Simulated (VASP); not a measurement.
Write the native input for VASP 6.6.1 that does the following.

* Task: relaxation of cell and atoms
* Functional: PBE
* Potentials or basis: VASP PAW PBE potentials, release 64 (Al, N)
* Cutoff: 600 eV
* k mesh: 8 × 8 × 8
* Occupations: methfessel-paxton, width 0.1 eV
* Spin: no spin polarisation
* Dipole correction: no
* Further INCAR settings: ALGO = Normal; EDIFF = 1e-07; IBRION = 2; EDIFFG = -0.02; NSW = 80; ISIF = 3

The structure of AlN lies in POSCAR:

```
AlN
1.0
    0.0000000000      2.1839935600      2.1839935600
    2.1839935600      0.0000000000      2.1839935600
    2.1839935600      2.1839935600      0.0000000000
Al N
1 1
Direct
    0.0000000000      0.0000000000      0.0000000000
    0.7500000000      0.7500000000      0.7500000000
```

These files were run (other wordings do the same):

INCAR

```
SYSTEM = AlN
PREC     = Accurate       ! precision mode
ENCUT    = 600            ! plane-wave cutoff, eV
EDIFF    = 1E-7           ! SCF threshold, eV
ISMEAR   = 1              ! smearing method
SIGMA    = 0.1            ! smearing width, eV
LREAL    = .False.        ! projectors in reciprocal space
LASPH    = .True.         ! aspherical terms in the spheres
NELM     = 120            ! most SCF steps
ALGO     = Normal         ! electronic algorithm
ISIF     = 3              ! what is computed and relaxed
LWAVE    = .False.        ! write WAVECAR
LCHARG   = .False.        ! write CHGCAR
GGA      = PE             ! functional
IBRION   = 2              ! ionic algorithm
NSW      = 80             ! ionic steps
EDIFFG   = -0.02          ! ionic threshold
GGA_COMPAT= .False.      
NELMIN   = 4
```

KPOINTS

```
Automatic mesh
0
Gamma
  8 8 8
  0 0 0
```

Potentials or basis: VASP PAW PBE potentials, release 64 (Al, N).

Launch:

```sh
$ cat potpaw_PBE.64/Al/POTCAR potpaw_PBE.64/N/POTCAR > POTCAR
$ mpirun -np 1 vasp_std > vasp.out
```

It gave:

```json
{
 "Relaxed volume": "10.65 Å³/atom",
 "Relaxed cell": "a = 3.112 Å, b = 3.112 Å, c = 3.112 Å, α = 60.00°, β = 60.00°, γ = 60.00°",
 "Space group after relaxing (to 0.05 Å)": "F-43m (No. 216)",
 "Energy gained by relaxing": "3.2 meV/atom",
 "Ionic steps": "3",
 "Pressure after relaxing": "0.0 GPa",
 "Band gap on the k mesh": "3.31 eV, indirect (least direct gap 4.00 eV)"
}
```

Wall time 34 s on 1 thread of Intel Xeon 8259CL, on a shared host, peak memory 0.15 GiB.
